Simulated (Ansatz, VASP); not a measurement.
One calculation of Si, two programs

The input INCAR:

```
SYSTEM = Si
ALGO     = Normal         ! electronic algorithm
EDIFF    = 1E-6           ! SCF threshold, eV
ENCUT    = 500            ! plane-wave cutoff, eV
GGA      = RP             ! functional
GGA_COMPAT= .FALSE.      
ISIF     = 2              ! what is computed and relaxed
ISMEAR   = 0              ! smearing method
LASPH    = .TRUE.         ! aspherical terms in the spheres
LCHARG   = .FALSE.        ! write CHGCAR
LREAL    = .FALSE.        ! projectors in reciprocal space
LWAVE    = .FALSE.        ! write WAVECAR
NBANDS   = 8              ! bands
NELM     = 120            ! most SCF steps
PREC     = Accurate       ! precision mode
SIGMA    = 0.1            ! smearing width, eV
```

Contents of KPOINTS:

```
k-points
0
G
  13 13 13
  0 0 0
```

File POSCAR:

```
Si
1.0
    2.6527297800      0.0000000000      0.0000000000
   -1.3384075113      2.2903363551      0.0000000000
   -0.6571611342     -1.1451681774      2.3008051580
Si
1
Direct
    0.0000000000      0.0000000000      0.0000000000
```

input.yaml

```yaml
crystal:
  lattice:
    - [2.65272978, 0.0, 0.0]
    - [-1.3384075113, 2.2903363551, 0.0]
    - [-0.6571611342, -1.1451681774, 2.300805158]
  atoms:
    - { symbol: Si, position: [0.0, 0.0, 0.0] }
kpoints:
  mp_grid: { grid: [13, 13, 13] }
scf:
  occupations: { method: gaussian, width: 0.1 }
hamiltonian:
  xc: rpbe
  pseudopotentials: { kind: all_electron, lapw: { basis_error: 0.001 } }
output:
  forces: true
  stress: true
  eigenvalues: true
```

Alike in both runs: task single point; functional RPBE; k mesh 13 × 13 × 13; occupations gaussian, width 0.1 eV; no spin polarisation.

|  | VASP | Ansatz |
| --- | --- | --- |
| version | VASP 6.6.1 | Ansatz 0.2.0 |
| potentials or method | VASP PAW PBE potentials, release 64 (Si), cutoff 500 eV | all-electron LAPW, scalar-relativistic |

Ansatz gave:

* gap on the k mesh at the Fermi level (eV): none
* pressure (GPa): 4.9
* traceless stress, the component that is largest in VASP (GPa): -1.27

What did VASP give for the same quantities?

gap on the k mesh at the Fermi level (eV): none; pressure (GPa): 4.3; traceless stress, the component that is largest in VASP (GPa): -1.36.

VASP's potentials were made for PBE, not for RPBE. A gap of «none» marks a metal or a gap that the smearing closes. Ansatz ran all-electron here, and VASP with PAW potentials.
